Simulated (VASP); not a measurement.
# TaTi5N6 (P4/mmm) in VASP: single point with PBE

Aim: the single point of TaTi5N6 with PBE.

All numbers are computed with VASP 6.6.1; they aren't measurements. Logs are shortened: lines on timing, memory, paths and dates and some standing lists are left out, and cuts for length are marked.

**1. The cell of the first run**

The structure is tetragonal, space group P4/mmm (No. 123). Conventional cell: a = 3.032 Å, b = 3.032 Å, c = 12.812 Å, α = 90.00°, β = 90.00°, γ = 90.00°. Ti (site symmetry 4/mmm) has 6 N at 2.11 to 2.14 Å within 2.8 Å. Ti (site symmetry 4mm) has 6 N at 2.12 to 2.14 Å within 2.8 Å. Ti (site symmetry 4mm) has 6 N at 2.08 to 2.22 Å within 2.8 Å. Ta (site symmetry 4/mmm) has 6 N at 2.14 to 2.17 Å within 2.8 Å. Within 2.8 Å of N (site symmetry 4mm) lie 6 Ti at 2.08 to 2.14 Å. N (site symmetry 4mm) has 5 Ti at 2.12 to 2.14 Å and 1 Ta at 2.17 Å within 2.8 Å. N (site symmetry 4/mmm) has 4 Ta at 2.14 Å and 2 Ti at 2.22 Å within 2.8 Å. Within 2.8 Å of N (site symmetry 4/mmm) lie 6 Ti at 2.12 to 2.14 Å.

**2. Single point, PBE**

The input, INCAR:

```
SYSTEM = TaTi5N6
PREC = Accurate
ENCUT = 520
EDIFF = 1E-6
ISMEAR = 0
SIGMA = 0.1
LREAL = .False.
LASPH = .True.
NELM = 80
ALGO = Normal
ISIF = 2
LWAVE = .False.
LCHARG = .True.
GGA = PE
LELF = .True.
LVHAR = .True.
NBANDS = 62
```

The input, KPOINTS:

```
Automatic mesh
0
Gamma
  12 12 4
  0 0 0
```

The input, POSCAR:

```
TaTi5N6
1.0
    3.0317798000      0.0000000000      0.0000000000
    0.0000000000      3.0317798000      0.0000000000
    0.0000000000      0.0000000000     12.8123042000
Ti Ta N
5 1 6
Direct
    0.0000000000      0.0000000000      0.0000000000
    0.5000000000      0.5000000000      0.1650960000
    0.0000000000      0.0000000000      0.3269490000
    0.0000000000      0.0000000000      0.6730510000
    0.5000000000      0.5000000000      0.8349040000
    0.5000000000      0.5000000000      0.5000000000
    0.0000000000      0.0000000000      0.1644560000
    0.5000000000      0.5000000000      0.3304830000
    0.0000000000      0.0000000000      0.5000000000
    0.5000000000      0.5000000000      0.6695170000
    0.0000000000      0.0000000000      0.8355440000
    0.5000000000      0.5000000000      0.0000000000
```

Potentials or basis: VASP PAW PBE potentials, release 64 (Ti_sv, Ta_pv, N).

The run is started by

```
$ cat potpaw_PBE.64/Ti_sv/POTCAR potpaw_PBE.64/Ta_pv/POTCAR potpaw_PBE.64/N/POTCAR > POTCAR
$ mpirun -np 1 vasp_std > vasp.out
```

OUTCAR:

```text
SYSTEM = TaTi5N6
   PREC = Accurate
   ENCUT = 520
   EDIFF = 1E-6
   ISMEAR = 0
   LREAL = .False.
   LASPH = .True.
   NELM = 80
   ISIF = 2
   GGA = PE

 ion  position               nearest neighbor table
   1  0.000  0.000  0.000-   7 2.11  11 2.11  12 2.14  12 2.14  12 2.14  12 2.14
   2  0.500  0.500  0.165-  12 2.12   8 2.12   7 2.14   7 2.14   7 2.14   7 2.14
   3  0.000  0.000  0.327-   7 2.08   8 2.14   8 2.14   8 2.14   8 2.14   9 2.22   6 3.08   6 3.08
                             6 3.08   6 3.08
   4  0.000  0.000  0.673-  11 2.08  10 2.14  10 2.14  10 2.14  10 2.14   9 2.22   6 3.08   6 3.08
                             6 3.08   6 3.08
   5  0.500  0.500  0.835-  12 2.12  10 2.12  11 2.14  11 2.14  11 2.14  11 2.14
   6  0.500  0.500  0.500-   9 2.14   9 2.14   9 2.14   9 2.14  10 2.17   8 2.17   4 3.08   4 3.08
                             3 3.08   4 3.08   3 3.08   3 3.08   4 3.08   3 3.08
   7  0.000  0.000  0.164-   3 2.08   1 2.11   2 2.14   2 2.14   2 2.14   2 2.14
   8  0.500  0.500  0.330-   2 2.12   3 2.14   3 2.14   3 2.14   3 2.14   6 2.17
   9  0.000  0.000  0.500-   6 2.14   6 2.14   6 2.14   6 2.14   3 2.22   4 2.22
  10  0.500  0.500  0.670-   5 2.12   4 2.14   4 2.14   4 2.14   4 2.14   6 2.17
  11  0.000  0.000  0.836-   4 2.08   1 2.11   5 2.14   5 2.14   5 2.14   5 2.14
  12  0.500  0.500  0.000-   2 2.12   5 2.12   1 2.14   1 2.14   1 2.14   1 2.14

  LATTYP: Found a simple tetragonal cell.
 ALAT       =     3.0317798000
 C/A-ratio  =     4.2260009121

  Lattice vectors:

 A1 = (   3.0317798000,   0.0000000000,   0.0000000000)
 A2 = (   0.0000000000,   3.0317798000,   0.0000000000)
 A3 = (   0.0000000000,   0.0000000000,  12.8123042000)

Analysis of symmetry for initial positions (statically):
=====================================================================
 Subroutine PRICEL returns:
 Original cell was already a primitive cell.

 Routine SETGRP: Setting up the symmetry group for a
 simple tetragonal supercell.

 Subroutine GETGRP returns: Found 16 space group operations
 (whereof 16 operations were pure point group operations)
 out of a pool of 16 trial point group operations.

The static configuration has the point symmetry D_4h.

Analysis of symmetry for dynamics (positions and initial velocities):
=====================================================================
 Subroutine PRICEL returns:
 Original cell was already a primitive cell.

 Routine SETGRP: Setting up the symmetry group for a
 simple tetragonal supercell.

 Subroutine GETGRP returns: Found 16 space group operations
 (whereof 16 operations were pure point group operations)
[... 138 lines left out ...]
   EFERMI_NEDOS =   21; number of points for ismear=-14 and -15
   IALGO  =     38    algorithm
   IMIX   =      4    mixing-type and parameters
     AMIX     =   0.40;   BMIX     =  1.00
     AMIX_MAG =   1.60;   BMIX_MAG =  1.00
  volume/ion in A,a.u.               =       9.81        66.23
  Fermi-wavevector in a.u.,A,eV,Ry     =   1.555396  2.939273 32.916005  2.419258
  Thomas-Fermi vector in A             =   2.659344
   LORBIT       =      0    0 simple, 1 ext, 2 COOP (PROOUT), +10 PAW based schemes
   GGA     = PE    functional components
   LHFCALC =     F    Hartree Fock is set to
   AEXX    =    0.0000 exact exchange contribution
   IVDW    =     0    specifies the selected vdW correction
   LEPSILON=     F    determine dielectric tensor
   LRPA    =     F    only Hartree local field effects (RPA)
 non-spin polarized calculation
 Gauss-broadening in eV      SIGMA  =   0.10
  energy-cutoff  :      520.00
  volume of cell :      117.77
 maximum number of plane-waves:      3208
 NGX is ok and might be reduce to    24
   NGX = 11   NGY = 11   NGZ = 47

 number of electron     101.0000015 magnetization

 Free energy of the ion-electron system (eV)
  ---------------------------------------------------
  ext. energy  EPLUGINS =         0.00000000
  ---------------------------------------------------
  free energy    TOTEN  =      -120.17418526 eV

  energy without entropy =     -120.15127813  energy(sigma->0) =     -120.16273169

 E-fermi :  11.0096     XC(G=0): -13.0386

 val. band max:       11.0060030855   @ k =   0.3333   0.0000   0.0000
 cond. band min:      11.0121932840   @ k =   0.5000   0.1667   0.2500
 fundamental gap:      0.0061901985
 Fermi energy:        11.0096467011

 k-point     1 :       0.0000    0.0000    0.0000
  band No.  band energies     occupation
      1     -46.8885      2.00000
      2     -46.8597      2.00000
      3     -46.8423      2.00000
      4     -46.7879      2.00000
      5     -46.7721      2.00000
      6     -25.0273      2.00000
[... 1549 lines left out ...]
     61      13.1860      0.00000
     62      13.2233      0.00000

 [... further k-points ...]

------------------------ aborting loop because EDIFF is reached ----------------------------------------

  FORCE on cell =-STRESS in cart. coord.  units (eV):
  Direction    XX          YY          ZZ          XY          YZ          ZX
  --------------------------------------------------------------------------------------
  -------------------------------------------------------------------------------------
  Total        0.3417081      0.3417081      0.3735685      0.0000000      0.0000000      0.0000000
  in kB        4.6488260      4.6488260      5.0822759      0.0000000      0.0000000      0.0000000
  external PRESSURE =       4.7933093 kB  Pullay stress =       0.0000000 kB

 VOLUME and BASIS-vectors are now :
 -----------------------------------------------------------------------------
  energy-cutoff  :      520.00
  volume of cell :      117.77
      direct lattice vectors                 reciprocal lattice vectors
     3.031779800  0.000000000  0.000000000     0.329839258  0.000000000  0.000000000
     0.000000000  3.031779800  0.000000000     0.000000000  0.329839258  0.000000000
     0.000000000  0.000000000 12.812304200     0.000000000  0.000000000  0.078049973

 POSITION                                       TOTAL-FORCE (eV/Angst)
 -----------------------------------------------------------------------------------
      0.00000      0.00000      0.00000         0.000000      0.000000      0.000000
      1.51589      1.51589      2.11526        -0.000000     -0.000000      0.006229
      0.00000      0.00000      4.18897         0.000000      0.000000      0.004043
      0.00000      0.00000      8.62333        -0.000000      0.000000     -0.004043
      1.51589      1.51589     10.69704         0.000000     -0.000000     -0.006229
      1.51589      1.51589      6.40615         0.000000      0.000000      0.000000
      0.00000      0.00000      2.10706         0.000000      0.000000     -0.004483
      1.51589      1.51589      4.23425         0.000000      0.000000     -0.013045
      0.00000      0.00000      6.40615         0.000000      0.000000      0.000000
      1.51589      1.51589      8.57806         0.000000      0.000000      0.013045
      0.00000      0.00000     10.70524         0.000000      0.000000      0.004483
      1.51589      1.51589      0.00000         0.000000      0.000000      0.000000
 -----------------------------------------------------------------------------------
    total drift:                                0.000000     -0.000000      0.000000

  FREE ENERGIE OF THE ION-ELECTRON SYSTEM (eV)
  ---------------------------------------------------
  free  energy   TOTEN  =      -120.1741852562 eV

  energy  without entropy=     -120.1512781256  energy(sigma->0) =     -120.16273169
```

OSZICAR:

```text
N       E                     dE             d eps       ncg     rms          rms(c)
DAV:   1     0.150750637181E+04    0.15075E+04   -0.48699E+04 10416   0.200E+03
DAV:   2     0.130538232143E+03   -0.13770E+04   -0.13341E+04 10416   0.628E+02
DAV:   3    -0.125986751861E+03   -0.25652E+03   -0.24893E+03 14302   0.226E+02
DAV:   4    -0.147646510505E+03   -0.21660E+02   -0.21424E+02 15338   0.672E+01
DAV:   5    -0.148845211244E+03   -0.11987E+01   -0.11923E+01 16314   0.137E+01    0.477E+01
DAV:   6    -0.121535336645E+03    0.27310E+02   -0.21525E+02 14896   0.765E+01    0.192E+01
DAV:   7    -0.120891289626E+03    0.64405E+00   -0.39640E+01 15416   0.390E+01    0.121E+01
DAV:   8    -0.120667466245E+03    0.22382E+00   -0.15896E+01 16006   0.181E+01    0.673E+00
DAV:   9    -0.120284295892E+03    0.38317E+00   -0.33302E+00 15540   0.122E+01    0.306E+00
DAV:  10    -0.120211373843E+03    0.72922E-01   -0.15716E+00 14880   0.592E+00    0.190E+00
DAV:  11    -0.120194388049E+03    0.16986E-01   -0.58066E-01 15700   0.474E+00    0.143E+00
DAV:  12    -0.120176574050E+03    0.17814E-01   -0.26360E-01 15820   0.364E+00    0.570E-01
DAV:  13    -0.120175016521E+03    0.15575E-02   -0.26879E-02 14848   0.110E+00    0.292E-01
DAV:  14    -0.120174174520E+03    0.84200E-03   -0.64685E-03 14272   0.404E-01    0.104E-01
DAV:  15    -0.120174175094E+03   -0.57391E-06   -0.11573E-03 15854   0.177E-01    0.366E-02
DAV:  16    -0.120174186548E+03   -0.11454E-04   -0.12588E-04 15520   0.526E-02    0.134E-02
DAV:  17    -0.120174185539E+03    0.10090E-05   -0.15537E-05 14582   0.209E-02    0.872E-03
DAV:  18    -0.120174185256E+03    0.28262E-06   -0.59529E-06 11904   0.184E-02
   1 F= -.12017419E+03 E0= -.12016273E+03  d E =-.229071E-01
```

Wall time 8.5 min (1 thread of Intel Xeon Platinum 8488C (Sapphire Rapids), shared host); peak memory 0.57 GiB.

What came out:

```yaml
Free_energy: -120.1742 eV
Pressure: 0.5 GPa
Largest_force: 0.013 eV/Å
Band_gap_on_the_k_mesh: zero (an odd number of electrons rules out a gap without spin polarisation)
```

Forces on the atoms (eV/Å):
```
Ti   0.000  0.000  0.000
Ti   0.000  0.000  0.006
Ti   0.000  0.000  0.004
Ti   0.000  0.000 -0.004
Ti   0.000  0.000 -0.006
Ta   0.000  0.000  0.000
N    0.000  0.000 -0.004
N    0.000  0.000 -0.013
N    0.000  0.000  0.000
N    0.000  0.000  0.013
N    0.000  0.000  0.004
N    0.000  0.000  0.000
```

Caveat: spin-orbit coupling is left out, which moves the levels of the heavy elements.
